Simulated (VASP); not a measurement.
Write the native input for VASP 6.6.1 that does the following.

- Task: single point
- Functional: LDA
- Potentials or basis: VASP PAW LDA potentials, release 64 (Bi_d, Se)
- Cutoff: 520 eV
- k mesh: 8 × 8 × 8
- Occupations: gaussian, width 0.01 eV
- Spin: no spin polarisation
- Dipole correction: no
- Further INCAR settings: ALGO = Normal; EDIFF = 1e-06; NBANDS = 32

The structure of Bi2Se3 lies in POSCAR:

```
Bi2Se3
1.0
    2.0711873041      1.1958005476      9.7542378858
   -2.0711873041      1.1958005476      9.7542378858
    0.0000000000     -2.3916010951      9.7542378858
Bi Se
2 3
Direct
    0.3993450787      0.3993450787      0.3993450787
    0.6006549213      0.6006549213      0.6006549213
    0.2141187410      0.2141187410      0.2141187410
    0.7858812590      0.7858812590      0.7858812590
    0.0000000000      0.0000000000      0.0000000000
```

The input as run:

INCAR

```
SYSTEM = Bi2Se3
ALGO     = Normal         ! electronic algorithm
EDIFF    = 1E-6           ! SCF threshold, eV
ENCUT    = 520            ! plane-wave cutoff, eV
ISIF     = 2              ! what is computed and relaxed
ISMEAR   = 0              ! smearing method
LASPH    = .True.         ! aspherical terms in the spheres
LCHARG   = .True.         ! write CHGCAR
LELF     = .True.         ! ELF
LREAL    = .False.        ! projectors in reciprocal space
LVHAR    = .True.       
LWAVE    = .False.        ! write WAVECAR
NBANDS   = 32             ! bands
NELM     = 80             ! most SCF steps
PREC     = Accurate       ! precision mode
SIGMA    = 0.01           ! smearing width, eV
```

KPOINTS

```
k-points
0
Gamma
  8 8 8
  0 0 0
```

Potentials or basis: VASP PAW LDA potentials, release 64 (Bi_d, Se).

Launch:

```console
$ cat potpaw_LDA.64/Bi_d/POTCAR potpaw_LDA.64/Se/POTCAR > POTCAR
$ mpirun -np 1 vasp_std > vasp.out
```

It gave:

The pressure is -1.9 GPa, the largest force is 0.070 eV/Å and the band gap on the k mesh is 0.21 eV.

Caveat: spin-orbit coupling is left out, which moves the levels of the heavy elements.

Run time: 29 min on 1 thread of Intel(R) Xeon(R) 6975P-C (Granite Rapids) (shared host), peak memory 0.8 GiB.
